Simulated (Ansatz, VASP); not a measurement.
# LiF: VASP beside Ansatz

```xyz
2
Lattice="0.0000 2.0356 2.0356 2.0356 0.0000 2.0356 2.0356 2.0356 0.0000" Properties=species:S:1:pos:R:3 pbc="T T T"
Li    2.0356    2.0356    2.0356
F     0.0000    0.0000    0.0000
```

Alike in both runs: task relaxation of cell and atoms; functional PBE; k mesh 10 × 10 × 10; occupations gaussian, width 0.02 eV; no spin polarisation.

|  | VASP | Ansatz |
| --- | --- | --- |
| version | VASP 6.6.1 | Ansatz 0.2.0 |
| potentials or method | VASP PAW PBE potentials, release 64 (Li_sv, F), cutoff 600 eV | scalar-relativistic, plane waves, PAW |
| valence electrons in the cell | 10 | 10 |

Ansatz gave:

```
gap on the k mesh at the Fermi level, each at its own relaxed structure (eV) : 8.83
relaxed volume (Å³/atom)                                                     : 8.42
relaxed cell length with the largest relative difference (Å)                 : 2.877
```

Estimate VASP's values.

gap on the k mesh at the Fermi level, each at its own relaxed structure (eV): 8.93; relaxed volume (Å³/atom): 8.32; relaxed cell length with the largest relative difference (Å): 2.865.

Noted on VASP's run: the cutoff is short for stress, so the pressure is rough.
